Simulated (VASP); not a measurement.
# B (Cccm) in VASP: further runs, part 2 of 3

VASP 6.6.1.

## Step 4: Relaxation of cell and atoms, PBE

INCAR reads:

```
SYSTEM = B
PREC = Accurate
ENCUT = 600
EDIFF = 1E-6
ISMEAR = 0
SIGMA = 0.1
LREAL = .False.
LASPH = .True.
NELM = 100
ALGO = Normal
ISIF = 3
LWAVE = .False.
LCHARG = .False.
GGA = PE
IBRION = 2
NSW = 90
EDIFFG = -0.04
```

KPOINTS reads:

```
regular mesh
0
Gamma
  6 6 4
  0 0 0
```

POSCAR reads:

```
B
1.0
    1.6593739600     -2.8536704200      0.0000000000
    1.6593739600      2.8536704200      0.0000000000
    0.0000000000      0.0000000000      4.6687727700
B
6
Direct
    0.5000000000      0.5000000000      0.2500000000
    0.5000000000      0.5000000000      0.7500000000
    0.3032527700      0.0916540700      0.0000000000
    0.6967472300      0.9083459300      0.0000000000
    0.0916540700      0.3032527700      0.5000000000
    0.9083459300      0.6967472300      0.5000000000
```

Potentials or basis: VASP PAW PBE potentials, release 64 (B).

On the command line:

```bash
cat potpaw_PBE.64/B/POTCAR > POTCAR
mpirun -np 1 vasp_std > vasp.out
```

OUTCAR:

```text
SYSTEM = B
   PREC = Accurate
   ENCUT = 600
   EDIFF = 1E-6
   ISMEAR = 0
   LREAL = .False.
   LASPH = .True.
   NELM = 100
   ISIF = 3
   GGA = PE
   IBRION = 2
   NSW = 90
   EDIFFG = -0.04

 ion  position               nearest neighbor table
   1  0.500  0.500  0.250-   3 1.65   4 1.65   5 1.65   6 1.65
   2  0.500  0.500  0.750-   3 1.65   4 1.65   5 1.65   6 1.65
   3  0.303  0.092  0.000-   1 1.65   2 1.65   4 1.68   4 1.78
   4  0.697  0.908  0.000-   1 1.65   2 1.65   3 1.68   3 1.78
   5  0.092  0.303  0.500-   1 1.65   2 1.65   6 1.68   6 1.78
   6  0.908  0.697  0.500-   1 1.65   2 1.65   5 1.68   5 1.78

  LATTYP: Found a base centered orthorhombic cell.
 ALAT       =     3.3187479200
 B/A-ratio  =     1.7197271313
 C/A-ratio  =     1.4067874037

  Lattice vectors:

 A1 = (   1.6593739600,  -2.8536704200,   0.0000000000)
 A2 = (   1.6593739600,   2.8536704200,   0.0000000000)
 A3 = (   0.0000000000,   0.0000000000,   4.6687727700)

Analysis of symmetry for initial positions (statically):
=====================================================================
 Subroutine PRICEL returns:
 Original cell was already a primitive cell.

 Routine SETGRP: Setting up the symmetry group for a
 base centered orthorhombic supercell.

 Subroutine GETGRP returns: Found  8 space group operations
 (whereof  4 operations were pure point group operations)
[... 377 lines left out ...]

 number of electron      18.0000000 magnetization

 Free energy of the ion-electron system (eV)
  ---------------------------------------------------
  ext. energy  EPLUGINS =         0.00000000
  ---------------------------------------------------
  free energy    TOTEN  =       -37.60518325 eV

  energy without entropy =      -37.59821828  energy(sigma->0) =      -37.60170076

 E-fermi :   4.6906     XC(G=0): -11.2669

 val. band max:        4.6873738330   @ k =   0.3333   0.1667   0.5000
 cond. band min:       4.7194089709   @ k =   0.5000   0.0000   0.5000
 fundamental gap:      0.0320351379
 Fermi energy:         4.6906331830

 k-point     1 :       0.0000    0.0000    0.0000
  band No.  band energies     occupation
      1      -9.4140      2.00000
      2      -7.0035      2.00000
      3      -5.2338      2.00000
      4       0.5401      2.00000
      5       3.7533      2.00000
      6       3.7615      2.00000
      7       5.7404      0.00000
      8       5.8185      0.00000
      9       5.9917      0.00000
     10       6.1511      0.00000
     11       6.8159      0.00000
     12       8.4443      0.00000
     13       8.9271      0.00000
[... 354 lines left out ...]
  band No.  band energies     occupation
      1      -6.3597      2.00000
      2      -5.1336      2.00000
      3      -2.4877      2.00000
      4      -1.5835      2.00000
      5      -1.1653      2.00000
      6      -0.0031      2.00000
      7       1.1149      2.00000
      8       1.6450      2.00000
      9       3.1311      2.00000
     10       3.9481      2.00000
     11       6.6428      0.00000
     12       8.7948      0.00000
     13      12.1690      0.00000

 [... further k-points ...]

------------------------ aborting loop because EDIFF is reached ----------------------------------------

  FORCE on cell =-STRESS in cart. coord.  units (eV):
  Direction    XX          YY          ZZ          XY          YZ          ZX
  --------------------------------------------------------------------------------------
  -------------------------------------------------------------------------------------
  Total        0.1661966     -0.1252712     -0.1887140      0.0000000      0.0000000      0.0000000
  in kB        5.5904972     -4.2138532     -6.3479332      0.0000000      0.0000000      0.0000000
  external PRESSURE =      -1.6570964 kB  Pullay stress =       0.0000000 kB
[... 21 lines left out ...]
  FREE ENERGIE OF THE ION-ELECTRON SYSTEM (eV)
  ---------------------------------------------------
  free  energy   TOTEN  =       -37.6051832473 eV

  energy  without entropy=      -37.5982182814  energy(sigma->0) =      -37.60170076

 reached required accuracy - stopping structural energy minimisation
```

OSZICAR:

```text
N       E                     dE             d eps       ncg     rms          rms(c)
DAV:   1     0.381787983793E+02    0.38179E+02   -0.91723E+03  1014   0.141E+03
DAV:   2    -0.327260719771E+02   -0.70905E+02   -0.66914E+02  1316   0.221E+02
[... 232 lines left out ...]
  27 F= -.37604971E+02 E0= -.37601354E+02  d E =-.212434E-02
       N       E                     dE             d eps       ncg     rms          rms(c)
DAV:   1    -0.376052612357E+02   -0.28925E-03   -0.95485E-03  1134   0.814E-01    0.489E-02
DAV:   2    -0.376052060124E+02    0.55223E-04   -0.20804E-04  1234   0.119E-01    0.262E-02
DAV:   3    -0.376051832160E+02    0.22796E-04   -0.52513E-05  1194   0.525E-02    0.390E-03
DAV:   4    -0.376051832473E+02   -0.31335E-07   -0.42011E-06  1019   0.157E-02
  28 F= -.37605183E+02 E0= -.37601701E+02  d E =-.233624E-02
```

CONTCAR:

```text
B
   1.00000000000000
     1.5641180377514650   -2.5799821938630680    0.0000000000000000
     1.5641180377514650    2.5799821938630680    0.0000000000000000
     0.0000000000000000    0.0000000000000000    5.9015499930608843
  B
     6
Direct
     0.5000000000000000    0.5000000000000000    0.2500000000000000
     0.5000000000000000    0.5000000000000000    0.7500000000000000
     0.3325063166174014    0.1689222147234673    0.0000000000000000
     0.6674936833825986    0.8310777852765326    0.0000000000000000
     0.1689222147234673    0.3325063166174014    0.5000000000000000
     0.8310777852765328    0.6674936833825986    0.5000000000000000

  0.00000000E+00  0.00000000E+00  0.00000000E+00
  0.00000000E+00  0.00000000E+00  0.00000000E+00
  0.00000000E+00  0.00000000E+00  0.00000000E+00
  0.00000000E+00  0.00000000E+00  0.00000000E+00
  0.00000000E+00  0.00000000E+00  0.00000000E+00
  0.00000000E+00  0.00000000E+00  0.00000000E+00
```

It took 13 min on 1 thread of Intel Xeon 8259CL, shared host; peak memory 0.18 GiB.

Results:

```
Free energy                           : -37.6052 eV
Relaxed volume                        : 7.94 Å³/atom
Relaxed cell                          : a = 3.017 Å, b = 3.017 Å, c = 5.902 Å, α = 90.00°, β = 90.00°, γ = 117.55°
Space group after relaxing (to 0.1 Å) : Cccm (No. 66)
Pressure after relaxing               : -0.2 GPa
Largest force after relaxing          : 0.039 eV/Å
Band gap on the k mesh                : zero (bands 9 and 10 overlap by 3.17 eV)
```

Forces in eV/Å, atoms in the order of the input:
```
B    0.000  0.000  0.000
B    0.000  0.000  0.000
B    0.027  0.028  0.000
B   -0.027 -0.028  0.000
B    0.027 -0.028  0.000
B   -0.027  0.028  0.000
```

Final structure:
```yaml
crystal:
  lattice:
    - [1.56412, -2.57998, 0.00000]
    - [1.56412, 2.57998, 0.00000]
    - [0.00000, 0.00000, 5.90155]
  atoms:
    - { symbol: B, position: [0.50000, 0.50000, 0.25000] }
    - { symbol: B, position: [0.50000, 0.50000, 0.75000] }
    - { symbol: B, position: [0.33251, 0.16892, 0.00000] }
    - { symbol: B, position: [0.66749, 0.83108, 0.00000] }
    - { symbol: B, position: [0.16892, 0.33251, 0.50000] }
    - { symbol: B, position: [0.83108, 0.66749, 0.50000] }
```

Caveat: the k points lie up to 0.39 Å⁻¹ apart in the final cell, too coarse for converged energies and pressures of a metal; a cell axis changed by over 15 % at a fixed basis, so the end point is rough.

## Step 5: Single point, PBE

This run uses another cell than the first one, of 7.92 Å³/atom.

INCAR reads:

```
PREC = Accurate ; ENCUT = 520
EDIFF = 1E-7 ; ISMEAR = 0
SIGMA = 0.1 ; LREAL = False
LASPH = True ; NELM = 80
ALGO = Normal ; ISIF = 2
LWAVE = False ; LCHARG = False
GGA = PE ; NBANDS = 18
```

KPOINTS reads:

```
regular mesh
0
Gamma
  14 14 6
```

POSCAR reads:

```
B
1.0
    1.5542422481     -2.5877574945      0.0000000000
    1.5542422481      2.5877574945      0.0000000000
    0.0000000000      0.0000000000      5.9081922328
B
6
Direct
    0.5000000000      0.5000000000      0.7500000000
    0.5000000000      0.5000000000      0.2500000000
    0.3338661501      0.1699264080      0.5000000000
    0.6661338499      0.8300735920      0.5000000000
    0.1699264080      0.3338661501      0.0000000000
    0.8300735920      0.6661338499      0.0000000000
```

Potentials or basis: VASP PAW PBE potentials, release 64 (B).

On the command line:

```bash
cat potpaw_PBE.64/B/POTCAR > POTCAR
mpirun -np 1 vasp_std > vasp.out
```

OUTCAR:

```text
PREC = Accurate
   ENCUT = 520
   EDIFF = 1E-7
   ISMEAR = 0
   LREAL = False
   LASPH = True
   NELM = 80
   ISIF = 2
   GGA = PE

 ion  position               nearest neighbor table
   1  0.500  0.500  0.750-   3 1.72   4 1.72   5 1.72   6 1.72
   2  0.500  0.500  0.250-   3 1.72   4 1.72   5 1.72   6 1.72
   3  0.334  0.170  0.500-   1 1.72   2 1.72   4 1.74   4 1.76   4 1.78
   4  0.666  0.830  0.500-   1 1.72   2 1.72   3 1.74   3 1.76   3 1.78
   5  0.170  0.334  0.000-   1 1.72   2 1.72   6 1.74   6 1.76   6 1.78
   6  0.830  0.666  0.000-   1 1.72   2 1.72   5 1.74   5 1.76   5 1.78

  LATTYP: Found a base centered orthorhombic cell.
 ALAT       =     3.1084844962
 B/A-ratio  =     1.6649640670
 C/A-ratio  =     1.9006664630

  Lattice vectors:

 A1 = (   1.5542422481,  -2.5877574945,   0.0000000000)
 A2 = (   1.5542422481,   2.5877574945,   0.0000000000)
 A3 = (   0.0000000000,   0.0000000000,   5.9081922328)

Analysis of symmetry for initial positions (statically):
=====================================================================
 Subroutine PRICEL returns:
 Original cell was already a primitive cell.

 Routine SETGRP: Setting up the symmetry group for a
 base centered orthorhombic supercell.

 Subroutine GETGRP returns: Found  8 space group operations
 (whereof  4 operations were pure point group operations)
 out of a pool of  8 trial point group operations.

The static configuration has the point symmetry C_2h.
 The point group associated with its full space group is D_2h.

Analysis of symmetry for dynamics (positions and initial velocities):
=====================================================================
 Subroutine PRICEL returns:
 Original cell was already a primitive cell.

 Routine SETGRP: Setting up the symmetry group for a
 base centered orthorhombic supercell.

[... 134 lines left out ...]
  volume/ion in A,a.u.               =       7.92        53.45
  Fermi-wavevector in a.u.,A,eV,Ry     =   1.184468  2.238320 19.088493  1.402965
  Thomas-Fermi vector in A             =   2.320682
   LORBIT       =      0    0 simple, 1 ext, 2 COOP (PROOUT), +10 PAW based schemes
   GGA     = PE    functional components
   LHFCALC =     F    Hartree Fock is set to
   AEXX    =    0.0000 exact exchange contribution
   IVDW    =     0    specifies the selected vdW correction
   LEPSILON=     F    determine dielectric tensor
   LRPA    =     F    only Hartree local field effects (RPA)
 non-spin polarized calculation
 Gauss-broadening in eV      SIGMA  =   0.10
  energy-cutoff  :      520.00
  volume of cell :       47.53
 maximum number of plane-waves:      1302
   NGX = 11   NGY = 11   NGZ = 21

 number of electron      18.0000000 magnetization

 Free energy of the ion-electron system (eV)
  ---------------------------------------------------
  ext. energy  EPLUGINS =         0.00000000
  ---------------------------------------------------
  free energy    TOTEN  =       -37.60805791 eV

  energy without entropy =      -37.60205623  energy(sigma->0) =      -37.60505707

 E-fermi :   4.8768     XC(G=0): -11.2771

 val. band max:        4.8587773064   @ k =  -0.4286   0.2857   0.3333
 cond. band min:       4.8775544845   @ k =   0.4286   0.2143   0.3333
 fundamental gap:      0.0187771781
 Fermi energy:         4.8767646128

 k-point     1 :       0.0000    0.0000    0.0000
  band No.  band energies     occupation
      1      -9.4259      2.00000
      2      -7.0395      2.00000
      3      -5.2364      2.00000
      4       0.4948      2.00000
      5       3.7495      2.00000
      6       3.7572      2.00000
[... 481 lines left out ...]
      5      -0.1153      2.00000
      6       1.0078      2.00000
[... 10 lines left out ...]
     17      16.2369      0.00000
     18      17.5867      0.00000

 [... further k-points ...]

------------------------ aborting loop because EDIFF is reached ----------------------------------------

  FORCE on cell =-STRESS in cart. coord.  units (eV):
  Direction    XX          YY          ZZ          XY          YZ          ZX
  --------------------------------------------------------------------------------------
  -------------------------------------------------------------------------------------
  Total       -0.0103920     -0.0023059      0.0303843      0.0000000      0.0000000      0.0000000
  in kB       -0.3503354     -0.0777350      1.0243129      0.0000000      0.0000000      0.0000000
  external PRESSURE =       0.1987475 kB  Pullay stress =       0.0000000 kB

 VOLUME and BASIS-vectors are now :
 -----------------------------------------------------------------------------
  energy-cutoff  :      520.00
  volume of cell :       47.53
      direct lattice vectors                 reciprocal lattice vectors
     1.554242248 -2.587757494  0.000000000     0.321700173 -0.193217487  0.000000000
     1.554242248  2.587757494  0.000000000     0.321700173  0.193217487  0.000000000
     0.000000000  0.000000000  5.908192233     0.000000000  0.000000000  0.169256510

 POSITION                                       TOTAL-FORCE (eV/Angst)
 -----------------------------------------------------------------------------------
      1.55424      0.00000      4.43114        -0.000000     -0.000000      0.000000
      1.55424      0.00000      1.47705        -0.000000     -0.000000      0.000000
      0.78302     -0.42424      2.95410        -0.003613     -0.001271     -0.000000
      2.32547      0.42424      2.95410         0.003613      0.001271      0.000000
      0.78302      0.42424      0.00000        -0.003613      0.001271     -0.000000
      2.32547     -0.42424      0.00000         0.003613     -0.001271      0.000000
 -----------------------------------------------------------------------------------
    total drift:                               -0.000000     -0.000000      0.000000

  FREE ENERGIE OF THE ION-ELECTRON SYSTEM (eV)
  ---------------------------------------------------
  free  energy   TOTEN  =       -37.6080579122 eV

  energy  without entropy=      -37.6020562343  energy(sigma->0) =      -37.60505707
```

OSZICAR:

```text
N       E                     dE             d eps       ncg     rms          rms(c)
DAV:   1     0.203955115198E+02    0.20396E+02   -0.80357E+03  8208   0.895E+02
DAV:   2    -0.378523929050E+02   -0.58248E+02   -0.54730E+02 10880   0.170E+02
DAV:   3    -0.395294114068E+02   -0.16770E+01   -0.16591E+01 10776   0.245E+01
DAV:   4    -0.395362159145E+02   -0.68045E-02   -0.67991E-02 10790   0.165E+00
DAV:   5    -0.395362529628E+02   -0.37048E-04   -0.37044E-04 10638   0.119E-01    0.767E+00
DAV:   6    -0.380047948342E+02    0.15315E+01   -0.12907E+00  9400   0.635E+00    0.414E+00
DAV:   7    -0.376225408196E+02    0.38225E+00   -0.58813E-01 10046   0.435E+00    0.132E+00
DAV:   8    -0.376075759569E+02    0.14965E-01   -0.63306E-02 10648   0.151E+00    0.291E-01
DAV:   9    -0.376080032395E+02   -0.42728E-03   -0.37013E-03  9746   0.379E-01    0.431E-02
DAV:  10    -0.376080467696E+02   -0.43530E-04   -0.16369E-04 10452   0.814E-02    0.161E-02
DAV:  11    -0.376080571061E+02   -0.10336E-04   -0.17530E-05  9782   0.282E-02    0.379E-03
DAV:  12    -0.376080577699E+02   -0.66379E-06   -0.19391E-06 10778   0.852E-03    0.149E-03
DAV:  13    -0.376080578753E+02   -0.10540E-06   -0.20138E-07  8484   0.308E-03    0.299E-04
DAV:  14    -0.376080579122E+02   -0.36898E-07   -0.78739E-09  5054   0.551E-04
   1 F= -.37608058E+02 E0= -.37605057E+02  d E =-.600168E-02
```

stdout:

```text
POSCAR found type information on POSCAR B
 POSCAR found :  1 types and       6 ions
 scaLAPACK will be used
 LDA part: xc-table for (Slater+PW92), standard interpolation
 POSCAR, INCAR and KPOINTS ok, starting setup
 FFT: planning ... GRIDC
 FFT: planning ... GRID_SOFT
 FFT: planning ... GRID
 WAVECAR not read
 entering main loop
```

Wall time 4.7 min (1 thread of Intel Xeon 8259CL, shared host); peak memory 0.26 GiB.

What came out:

```yaml
Free_energy: -37.6081 eV
Pressure: 0.0 GPa
Largest_force: 0.004 eV/Å
Band_gap_on_the_k_mesh: zero (bands 9 and 10 overlap by 3.97 eV)
```

Forces in eV/Å, atoms in the order of the input:
```
B    0.000  0.000  0.000
B    0.000  0.000  0.000
B   -0.004 -0.001  0.000
B    0.004  0.001  0.000
B   -0.004  0.001  0.000
B    0.004 -0.001  0.000
```

Stress tensor (GPa, compression positive):
```
-0.04  0.00  0.00
 0.00 -0.01  0.00
 0.00  0.00  0.10
```

## Step 6: Single point, PBE

This run uses another cell than the first one, of 7.92 Å³/atom.

INCAR reads:

```
SYSTEM = B
PREC = Accurate ; ENCUT = 520
EDIFF = 1E-7 ; ISMEAR = 0
SIGMA = 0.1 ; LREAL = .False.
LASPH = .True. ; NELM = 80
ALGO = Normal ; ISIF = 2
LWAVE = .False. ; LCHARG = .True.
GGA = PE ; LELF = .True.
LVHAR = .True. ; NBANDS = 18
```

KPOINTS reads:

```
regular mesh
0
Gamma
  14 14 6
  0 0 0
```

POSCAR is that of step 5.

Potentials or basis: VASP PAW PBE potentials, release 64 (B).

On the command line:

```bash
cat potpaw_PBE.64/B/POTCAR > POTCAR
mpirun -np 1 vasp_std > vasp.out
```

Run time: 5 min. Hardware: 1 thread of Intel Xeon 8259CL, shared host; peak memory 0.26 GiB.

The run converged. Its results:

```yaml
Free_energy: -37.6081 eV
Pressure: 0.0 GPa
Largest_force: 0.004 eV/Å
Band_gap_on_the_k_mesh: zero (bands 9 and 10 overlap by 3.97 eV)
```

Forces on the atoms (eV/Å):
```
B    0.000  0.000  0.000
B    0.000  0.000  0.000
B   -0.004 -0.001  0.000
B    0.004  0.001  0.000
B   -0.004  0.001  0.000
B    0.004 -0.001  0.000
```

Stress tensor (GPa, compression positive):
```
-0.04  0.00  0.00
 0.00 -0.01  0.00
 0.00  0.00  0.10
```

Levels at points of the mesh, in eV from the Fermi level:
```csv
k point,band 6,band 7,band 8,band 9,band 10,band 11,band 12,band 13
"(0.00, 0.00, 0.00)",-1.12,0.87,1.07,1.15,1.38,1.94,3.56,4.00
"(0.50, 0.00, 0.00)",-4.91,-2.59,-2.29,-2.29,1.12,2.80,4.96,5.44
"(0.50, 0.50, 0.00)",-3.34,-3.00,-2.58,-2.18,-0.70,-0.53,5.07,6.09
"(0.00, 0.00, 0.50)",-1.11,1.00,1.00,1.13,1.13,2.73,2.73,8.08
"(0.50, 0.00, 0.50)",-4.12,-2.70,-2.28,-2.13,-0.15,1.13,4.24,5.43
"(0.50, 0.50, 0.50)",-4.89,-2.55,-2.55,-1.53,-1.53,1.37,1.37,7.39
```

(Continued in part 3 of 3.)

The gap in the log of VASP goes by the Fermi energy; the results here count the filled bands.